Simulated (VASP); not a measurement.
Set up this calculation in VASP 6.6.1, as the native input.

```yaml
Task: single point
Functional: PBEsol
Potentials_or_basis: VASP PAW PBE potentials, release 64 (W_sv, C_h)
Cutoff: 910 eV
k_mesh: 18 × 18 × 18
Occupations: gaussian, width 0.15 eV
Spin: no spin polarisation
Dipole_correction: no
Further_INCAR_settings: ALGO = Normal; EDIFF = 1e-06; NBANDS = 16
```

The structure of WC lies in POSCAR:

```
WC
1.0
    0.0000000000      2.1926840000      2.1926840000
    2.1926840000      0.0000000000      2.1926840000
    2.1926840000      2.1926840000      0.0000000000
W C
1 1
Direct
    0.0322484581      0.0000000000      0.0000000000
    0.5000000000      0.5000000000      0.5000000000
```

This cell differs from its parent crystal: all W atoms moved -0.100 Å, as atom 1 towards its neighbour atom 1 (W) at 3.101 Å.

One way to write it, as run:

INCAR

```
PREC = Accurate
ENCUT = 910
EDIFF = 1E-6
ISMEAR = 0
SIGMA = 0.15
LREAL = F
LASPH = T
NELM = 120
ALGO = Normal
ISIF = 2
LWAVE = F
LCHARG = F
GGA = PS
NBANDS = 16
GGA_COMPAT = F
```

KPOINTS

```
regular mesh
0
Gamma
  18 18 18
```

Potentials or basis: VASP PAW PBE potentials, release 64 (W_sv, C_h).

Command:

```console
$ cat potpaw_PBE.64/W_sv/POTCAR potpaw_PBE.64/C_h/POTCAR > POTCAR
$ mpirun -np 1 vasp_std > vasp.out
```

It gave:

- Pressure: -7.7 GPa
- Largest force: 0.679 eV/Å
- Band gap on the k mesh: zero (bands 9 and 10 overlap by 3.11 eV)

Caveat: the cell differs from its parent crystal (all W atoms moved -0.100 Å, as atom 1 towards its neighbour atom 1 (W) at 3.101 Å); the cutoff is under 1.25 times the usual one of these potentials, so pressure, stress and relaxed cells hold a basis-set (Pulay) error; the cell stands under tension; the PAW data sets were made with another functional, which shifts forces and pressure a little; spin-orbit coupling is left out, which moves the levels of the heavy elements.

It took 4.5 min on 1 thread of AMD EPYC 9R45 96-Core Processor (Zen 5), on a shared host, peak memory 0.7 GiB.
